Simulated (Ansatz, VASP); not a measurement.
One calculation of Al4Ir, two programs

```xyz
10
Lattice="0.0001 0.0007 5.2697 7.6510 -0.0084 0.0001 -3.8330 6.6276 0.0009" Properties=species:S:1:pos:R:3 pbc="T T T"
Al    1.9108    3.3140    2.6354
Al    3.8227   -0.0036    2.6351
Al   -1.9151    3.3112    2.6352
Al    1.9089    3.3102    0.0002
Al    3.8257   -0.0041    0.0004
Al   -1.9154    3.3112    0.0004
Al   -0.0027    4.4163    3.9530
Al    3.8196    2.2041    1.3177
Ir   -0.0031    4.4157    1.3181
Ir    3.8210    2.2044    3.9526
```

Change from the starting cell: cell x1, atoms moved at random (sigma 0.15 Å) and cell strained at random (1.5 %), then relaxed without symmetry.

Alike in both runs: functional PBE; k mesh 4 × 3 × 3; occupations gaussian, width 0.2 eV; no spin polarisation.

Ansatz relaxed the structure, and its values are those at the end. VASP's run is a single point on that final structure, the one shown.

|  | VASP | Ansatz |
| --- | --- | --- |
| version | VASP 6.6.1 | Ansatz 0.2.0 |
| potentials or method | VASP PAW PBE potentials, release 64 (Al, Ir), cutoff 520 eV | scalar-relativistic, plane waves, PAW |
| valence electrons in the cell | 42 | 58 |

|  | VASP | Ansatz | Ansatz less VASP |
| --- | --- | --- | --- |
| gap on the k mesh at the Fermi level (eV) | none | none | - |
| pressure (GPa) | 0.0 | 0.0 | +0.01 |

A gap of «none» marks a metal or a gap that the smearing closes. The functional is the same, so the differences come from potentials, cutoffs and numerics. VASP's potentials hold 42 valence electrons a cell and Ansatz's 58, so a difference there can come from the potentials and not from the codes.

Spin-orbit coupling is off throughout.
